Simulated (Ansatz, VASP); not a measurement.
## B in VASP and in Ansatz

```
B
1.0
     0.00000    1.99121    1.99121
     1.99121    0.00000    1.99121
     1.99121    1.99121    0.00000
B
2
Direct
  0.87500 0.87500 0.87500
  0.12500 0.12500 0.12500
```

Change from the starting cell: volume scaled by 0.95, LAPW.

Alike in both runs: task single point; functional PBE; k mesh 18 × 18 × 18; occupations fermi-dirac, width 0.05 eV; no spin polarisation.

```csv
,VASP,Ansatz
version,VASP 6.6.1,Ansatz 0.2.0
potentials or method,"VASP PAW PBE potentials, release 64 (B), cutoff 520 eV","all-electron LAPW, scalar-relativistic"
```

```tsv
	VASP	Ansatz	Ansatz less VASP
pressure (GPa)	10.0	9.9	-0.06
```

Ansatz ran all-electron here, and VASP with PAW potentials.
